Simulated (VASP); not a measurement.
# Cs (Im-3m) in VASP: notebook, part 2 of 2

VASP 6.6.1.

## (3) Single point, PBE

This run uses another cell than the first one, of 111.17 Å³/atom, 1.004 times its volume.

File INCAR:

```
SYSTEM = Cs
PREC = Accurate
ENCUT = 520
EDIFF = 1E-7
ISMEAR = 0
SIGMA = 0.05
LREAL = .False.
LASPH = .True.
NELM = 100
ALGO = Fast
ISIF = 2
LWAVE = .False.
LCHARG = .False.
GGA = PE
NBANDS = 10
```

File KPOINTS:

```
regular mesh
0
Gamma
  10 10 10
  0 0 0
```

File POSCAR:

```
Cs
1.0
   -3.0290279675      3.0290279675      3.0290279675
    3.0290279675     -3.0290279675      3.0290279675
    3.0290279675      3.0290279675     -3.0290279675
Cs
1
Direct
    0.0000000000      0.0000000000      0.0000000000
```

Potentials or basis: VASP PAW PBE potentials, release 64 (Cs_sv).

On the command line:

```console
$ cat potpaw_PBE.64/Cs_sv/POTCAR > POTCAR
$ mpirun -np 1 vasp_std > vasp.out
```

OUTCAR:

```text
SYSTEM = Cs
   PREC = Accurate
   ENCUT = 520
   EDIFF = 1E-7
   ISMEAR = 0
   LREAL = .False.
   LASPH = .True.
   NELM = 100
   ISIF = 2
   GGA = PE

 ion  position               nearest neighbor table
   1  0.000  0.000  0.000-

  LATTYP: Found a body centered cubic cell.
 ALAT       =     6.0580559350

  Lattice vectors:

 A1 = (  -3.0290279675,   3.0290279675,   3.0290279675)
 A2 = (   3.0290279675,  -3.0290279675,   3.0290279675)
 A3 = (   3.0290279675,   3.0290279675,  -3.0290279675)

Analysis of symmetry for initial positions (statically):
=====================================================================
 Subroutine PRICEL returns:
 Original cell was already a primitive cell.

 Routine SETGRP: Setting up the symmetry group for a
 body centered cubic supercell.

 Subroutine GETGRP returns: Found 48 space group operations
 (whereof 48 operations were pure point group operations)
 out of a pool of 48 trial point group operations.

The static configuration has the point symmetry O_h .

Analysis of symmetry for dynamics (positions and initial velocities):
=====================================================================
 Subroutine PRICEL returns:
 Original cell was already a primitive cell.

 Routine SETGRP: Setting up the symmetry group for a
 body centered cubic supercell.

 Subroutine GETGRP returns: Found 48 space group operations
 (whereof 48 operations were pure point group operations)
 out of a pool of 48 trial point group operations.

The dynamic configuration has the point symmetry O_h .

 Subroutine INISYM returns: Found 48 space group operations
 (whereof 48 operations are pure point group operations),
 and found     1 'primitive' translations

----------------------------------------------------------------------------------------

                                     Primitive cell

  volume of cell :     111.1655

  direct lattice vectors                    reciprocal lattice vectors
    -3.029027967  3.029027967  3.029027967     0.000000000  0.165069456  0.165069456
     3.029027967 -3.029027967  3.029027967     0.165069456  0.000000000  0.165069456
     3.029027967  3.029027967 -3.029027967     0.165069456  0.165069456  0.000000000

  length of vectors
     5.246430337  5.246430337  5.246430337     0.233443464  0.233443464  0.233443464

  position of ions in fractional coordinates (direct lattice)
     0.000000000  0.000000000  0.000000000

  ion indices of the primitive-cell ions
   primitive index   ion index
                 1           1

----------------------------------------------------------------------------------------

 KPOINTS: regular mesh

Automatic generation of k-mesh.
 Grid dimensions read from file:
 generate k-points for:   10   10   10

 Generating k-lattice:

  Cartesian coordinates                     Fractional coordinates (reciprocal lattice)
     0.000000000  0.016506946  0.016506946     0.100000000  0.000000000  0.000000000
     0.016506946  0.000000000  0.016506946     0.000000000  0.100000000  0.000000000
     0.016506946  0.016506946  0.000000000     0.000000000  0.000000000  0.100000000

  Length of vectors
     0.023344346  0.023344346  0.023344346

  Shift w.r.t. Gamma in fractional coordinates (k-lattice)
     0.000000000  0.000000000  0.000000000

 Subroutine IBZKPT returns following result:
 ===========================================

 Found     47 irreducible k-points:

 Following reciprocal coordinates:
            Coordinates               Weight
  0.000000  0.000000  0.000000      1.000000
  0.100000  0.000000  0.000000     12.000000
  0.200000  0.000000  0.000000     12.000000
  0.300000  0.000000  0.000000     12.000000
  0.400000  0.000000  0.000000     12.000000
  0.500000  0.000000  0.000000      6.000000
[... 16 lines left out ...]
  0.300000  0.300000  0.100000      8.000000
 -0.300000  0.300000  0.100000     24.000000
 [... further k-points ...]
   k-points           NKPTS =     47   k-points in BZ     NKDIM =     47   number of bands    NBANDS=     10
   number of dos      NEDOS =    301   number of ions     NIONS =      1
   total plane-waves  NPLWV =  64000
   dimension x,y,z NGX =    40 NGY =   40 NGZ =   40
   dimension x,y,z NGXF=    80 NGYF=   80 NGZF=   80
   ions per type =               1
   NGX,Y,Z   is equivalent  to a cutoff of  12.67, 12.67, 12.67 a.u.
   NGXF,Y,Z  is equivalent  to a cutoff of  25.35, 25.35, 25.35 a.u.
 SYSTEM =  Cs
   PREC   = accura    normal or accurate (medium, high low for compatibility)
   ISTART =      0    job   : 0-new  1-cont  2-samecut
   ICHARG =      2    charge: 1-file 2-atom 10-const
   ISPIN  =      1    spin polarized calculation?
   LNONCOLLINEAR =      F non collinear calculations
   LSORBIT =      F    spin-orbit coupling
   LASPH  =      T    aspherical Exc in radial PAW
   ENCUT  =  520.0 eV  38.22 Ry    6.18 a.u.   9.75  9.75  9.75*2*pi/ulx,y,z
   NELM   =    100;   NELMIN=  2; NELMDL= -5     # of ELM steps
   EDIFF  = 0.1E-06   stopping-criterion for ELM
   LREAL  =      F    real-space projection
   EDIFFG = 0.1E-05   stopping-criterion for IOM
   NSW    =      0    number of steps for IOM
   IBRION =     -1    ionic relax: 0-MD 1-quasi-New 2-CG
   NFREE  =      0    steps in history (QN), initial steepest desc. (CG)
   ISIF   =      2    stress and relaxation
   ISYM   =      2    0-nonsym 1-usesym 2-fastsym
   POTIM  = 0.5000    time-step for ionic-motion
   TEBEG  =    0.0;   TEEND  =   0.0 temperature during run
   PSTRESS=    0.0 pullay stress
   NELECT =       9.0000    total number of electrons
   NUPDOWN=      -1.0000    fix difference up-down
   EMIN   =  10.00;   EMAX   =-10.00  energy-range for DOS
   EFERMI =   0.00;   METHOD = LEGACY
   ISMEAR =     0;   SIGMA  =   0.05  broadening in eV -4-tet -1-fermi 0-gaus
   EFERMI_NEDOS =   21; number of points for ismear=-14 and -15
   IALGO  =     68    algorithm
   IMIX   =      4    mixing-type and parameters
     AMIX     =   0.40;   BMIX     =  1.00
     AMIX_MAG =   1.60;   BMIX_MAG =  1.00
  volume/ion in A,a.u.               =     111.17       750.18
  Fermi-wavevector in a.u.,A,eV,Ry     =   0.708216  1.338334  6.824272  0.501570
  Thomas-Fermi vector in A             =   1.794472
   LORBIT       =      0    0 simple, 1 ext, 2 COOP (PROOUT), +10 PAW based schemes
   GGA     = PE    functional components
   LHFCALC =     F    Hartree Fock is set to
   AEXX    =    0.0000 exact exchange contribution
   IVDW    =     0    specifies the selected vdW correction
   LEPSILON=     F    determine dielectric tensor
   LRPA    =     F    only Hartree local field effects (RPA)
 non-spin polarized calculation
 RMM-DIIS sequential band-by-band and
 Gauss-broadening in eV      SIGMA  =   0.05
  energy-cutoff  :      520.00
  volume of cell :      111.17
 maximum number of plane-waves:      3043
   NGX = 19   NGY = 19   NGZ = 19

 number of electron       8.9999998 magnetization

 Free energy of the ion-electron system (eV)
  ---------------------------------------------------
  ext. energy  EPLUGINS =         0.00000000
  ---------------------------------------------------
  free energy    TOTEN  =        -0.84532296 eV

  energy without entropy =       -0.84188584  energy(sigma->0) =       -0.84360440

 E-fermi :   0.5539     XC(G=0):  -5.4930

 val. band max:        0.5158007199   @ k =  -0.3000   0.3000   0.3000
 cond. band min:       0.5616280021   @ k =   0.5000   0.0000   0.0000
 fundamental gap:      0.0458272821
 Fermi energy:         0.5538695226

 k-point     1 :       0.0000    0.0000    0.0000
  band No.  band energies     occupation
      1     -23.2993      2.00000
      2     -10.0368      2.00000
      3     -10.0368      2.00000
      4     -10.0368      2.00000
      5      -1.1727      2.00000
      6       3.0529      0.00000
      7       3.0529      0.00000
      8       3.0529      0.00000
      9       3.9359      0.00000
     10       3.9359      0.00000

 k-point     2 :       0.1000    0.0000    0.0000
  band No.  band energies     occupation
      1     -23.2985      2.00000
      2     -10.0521      2.00000
      3     -10.0417      2.00000
      4     -10.0368      2.00000
      5      -1.0583      2.00000
      6       2.9302      0.00000
      7       2.9421      0.00000
      8       3.1679      0.00000
      9       3.7613      0.00000
     10       3.9151      0.00000
[... 274 lines left out ...]
 k-point    24 :      -0.3000    0.3000    0.1000
  band No.  band energies     occupation
      1     -23.2934      2.00000
      2     -10.1369      2.00000
      3     -10.0757      2.00000
      4     -10.0486      2.00000
      5      -0.1504      2.00000
      6       2.0447      0.00000
      7       2.4948      0.00000
      8       3.3175      0.00000
      9       4.0155      0.00000
     10       4.3044      0.00000

 [... further k-points ...]
[... 5 lines left out ...]
  --------------------------------------------------------------------------------------
  -------------------------------------------------------------------------------------
  Total        0.0720745      0.0720745      0.0720745      0.0000000      0.0000000     -0.0000000
  in kB        1.0387765      1.0387765      1.0387765      0.0000000      0.0000000     -0.0000000
  external PRESSURE =       1.0387765 kB  Pullay stress =       0.0000000 kB

 VOLUME and BASIS-vectors are now :
 -----------------------------------------------------------------------------
  energy-cutoff  :      520.00
  volume of cell :      111.17
      direct lattice vectors                 reciprocal lattice vectors
    -3.029027967  3.029027967  3.029027967     0.000000000  0.165069456  0.165069456
     3.029027967 -3.029027967  3.029027967     0.165069456  0.000000000  0.165069456
     3.029027967  3.029027967 -3.029027967     0.165069456  0.165069456  0.000000000

 POSITION                                       TOTAL-FORCE (eV/Angst)
 -----------------------------------------------------------------------------------
      0.00000      0.00000      0.00000         0.000000     -0.000000      0.000000
 -----------------------------------------------------------------------------------
    total drift:                               -0.000000     -0.000000     -0.000000

  FREE ENERGIE OF THE ION-ELECTRON SYSTEM (eV)
  ---------------------------------------------------
  free  energy   TOTEN  =        -0.8453229650 eV

  energy  without entropy=       -0.8418858369  energy(sigma->0) =       -0.84360440
```

OSZICAR:

```text
N       E                     dE             d eps       ncg     rms          rms(c)
DAV:   1     0.504501908593E+02    0.50450E+02   -0.29142E+03   940   0.626E+02
DAV:   2     0.421691063358E+01   -0.46233E+02   -0.44969E+02  1198   0.108E+02
DAV:   3    -0.776256673807E+00   -0.49932E+01   -0.49863E+01  1106   0.413E+01
DAV:   4    -0.843800369112E+00   -0.67544E-01   -0.67519E-01  1184   0.583E+00
DAV:   5    -0.844151214332E+00   -0.35085E-03   -0.35084E-03  1322   0.388E-01    0.131E-01
RMM:   6    -0.844415740840E+00   -0.26453E-03   -0.10941E-03   978   0.169E-01    0.893E-02
RMM:   7    -0.845247165489E+00   -0.83142E-03   -0.38435E-03  1008   0.310E-01    0.382E-02
RMM:   8    -0.845321043979E+00   -0.73878E-04   -0.18825E-04  1194   0.873E-02    0.614E-03
RMM:   9    -0.845322770492E+00   -0.17265E-05   -0.39897E-05  1290   0.322E-02    0.196E-03
RMM:  10    -0.845322894255E+00   -0.12376E-06   -0.67832E-06  1362   0.135E-02    0.981E-04
RMM:  11    -0.845322824495E+00    0.69760E-07   -0.14493E-06  1397   0.584E-03    0.306E-04
RMM:  12    -0.845322987414E+00   -0.16292E-06   -0.24631E-07  1135   0.275E-03    0.107E-04
RMM:  13    -0.845322964958E+00    0.22456E-07   -0.58598E-08   865   0.102E-03
   1 F= -.84532296E+00 E0= -.84360440E+00  d E =-.343713E-02
```

It took 40 s on 1 thread of Intel Xeon Platinum 8175M at 2.50GHz (Skylake/Cascade Lake), shared host; peak memory 0.25 GiB.

Results:

- Free energy: -0.8453 eV
- Pressure: 0.1 GPa

Caveat: spin-orbit coupling is left out, which moves the levels of the heavy elements.

## (4) Single point, PBE

This run uses another cell than the first one, of 117.53 Å³/atom, 1.062 times its volume.

File INCAR:

```
PREC = Accurate ; ENCUT = 520
EDIFF = 1E-6 ; ISMEAR = 0
SIGMA = 0.05 ; LREAL = False
LASPH = True ; NELM = 100
ALGO = Normal ; ISIF = 2
LWAVE = False ; LCHARG = False
GGA = PE ; NBANDS = 10
```

File KPOINTS:

```
regular mesh
0
Gamma
  10 10 10
```

File POSCAR:

```
Cs
1.0
   -3.0858070191      3.0858070191      3.0858070191
    3.0858070191     -3.0858070191      3.0858070191
    3.0858070191      3.0858070191     -3.0858070191
Cs
1
Direct
    0.0000000000      0.0000000000      0.0000000000
```

On the command line:

```console
$ cat potpaw_PBE.64/Cs_sv/POTCAR > POTCAR
$ mpirun -np 1 vasp_std > vasp.out
```

Run time: 29 s. Hardware: 1 thread of Intel Xeon Platinum 8175M at 2.50GHz (Skylake/Cascade Lake), shared host; peak memory 0.25 GiB.

It converged, with:

- Free energy: -0.8474 eV
- Pressure: 0.0 GPa

Levels at points of the mesh, in eV from the Fermi level:
```tsv
k point	band 1	band 2	band 3	band 4	band 5	band 6	band 7	band 8
(0.00, 0.00, 0.00)	-23.88	-10.63	-10.63	-10.63	-1.67	2.46	2.46	2.46
(0.50, 0.00, 0.00)	-23.88	-10.76	-10.67	-10.63	0.03	0.84	1.63	3.14
(0.50, 0.50, 0.50)	-23.87	-10.72	-10.72	-10.72	0.65	0.65	2.94	2.94
```

Caveat: spin-orbit coupling is left out, which moves the levels of the heavy elements.

## (5) Summary

```csv
cell,gap on the mesh (eV),pressure (GPa)
"a = 5.239 Å, angles 109.5°, 1 atom",none,0.1
"a = 5.246 Å, angles 109.5°, 1 atom",none,0.1
"a = 5.345 Å, angles 109.5°, 1 atom",none,0.0
```

Alike in all rows: task single point; level PBE; potentials or basis VASP PAW PBE potentials, release 64 (Cs_sv); no spin polarisation; k mesh 10 × 10 × 10; cutoff (eV) 520; smearing gaussian 0.05 eV.

Caveats: spin-orbit coupling is left out, which moves the levels of the heavy elements.

Absolute energies hang on the potentials; compare differences alone.
